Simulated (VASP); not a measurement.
**Au: single point with PBEsol+D3(BJ)**

Au:

```
Au
1.0
     1.41131   -2.55593    0.00000
     1.41131    2.55593    0.00000
     0.00000    0.00000    4.89317
Au
2
Cartesian
  1.4113 -0.8451 1.2233
  1.4113 0.8451 3.6699
```

| Property | Result |
| --- | --- |
| Program | VASP 6.6.1 |
| Task | single point |
| Functional | PBEsol |
| Dispersion | D3(BJ) |
| Potentials or basis | VASP PAW PBE potentials, release 64 (Au) |
| Cutoff | 500 eV |
| k mesh | 6 × 6 × 4 |
| Occupations | gaussian, width 0.1 eV |
| Spin | no spin polarisation |

```yaml
Pressure: -11.0 GPa
Largest_force: 0.026 eV/Å
Band_gap_on_the_k_mesh: zero (band 11 reaches 12.67 eV, above the bottom of band 12 at 6.19 eV)
Dispersion_energy_per_atom: -0.609 eV
```

Forces on the atoms (eV/Å):
```
Au   0.000  0.026  0.000
Au   0.000 -0.026  0.000
```

Stress tensor (GPa, compression positive):
```
-10.31   0.00   0.00
  0.00  -7.14   0.00
  0.00   0.00 -15.49
```

Levels at points of the mesh, in eV from the Fermi level:
| k point | band 7 | band 8 | band 9 | band 10 | band 11 | band 12 | band 13 | band 14 | band 15 | band 16 |
| --- | --- | --- | --- | --- | --- | --- | --- | --- | --- | --- |
| (0.00, 0.00, 0.00) | -4.05 | -3.68 | -3.54 | -2.38 | -2.33 | -1.33 | 2.15 | 14.31 | 15.28 | 16.47 |
| (0.50, 0.00, 0.00) | -3.73 | -2.19 | -2.00 | -1.84 | 0.26 | 1.49 | 5.49 | 6.97 | 6.99 | 9.71 |
| (0.50, 0.50, 0.00) | -3.86 | -2.11 | -2.07 | -1.90 | 0.00 | 1.04 | 5.11 | 6.51 | 6.63 | 10.82 |
| (0.00, 0.00, 0.50) | -4.36 | -4.36 | -2.85 | -2.85 | -2.72 | -2.72 | 9.94 | 9.94 | 14.64 | 14.64 |
| (0.50, 0.00, 0.50) | -2.60 | -2.60 | -1.89 | -1.89 | 0.41 | 0.41 | 3.78 | 3.78 | 12.82 | 12.82 |
| (0.50, 0.50, 0.50) | -2.58 | -2.58 | -1.96 | -1.96 | 0.05 | 0.05 | 3.24 | 3.24 | 12.39 | 12.39 |

Wall time 7.2 s on 1 thread of Intel(R) Xeon(R) 6975P-C (Granite Rapids), with other jobs on the host, peak memory 0.17 GiB.

Caveat: the k points lie up to 0.42 Å⁻¹ apart; three body term missing; the PAW data sets were made with another functional, which shifts forces and pressure a little; spin-orbit coupling is left out, which moves the levels of the heavy elements; pairwise dispersion overbinds metals, which lowers pressure and volume.
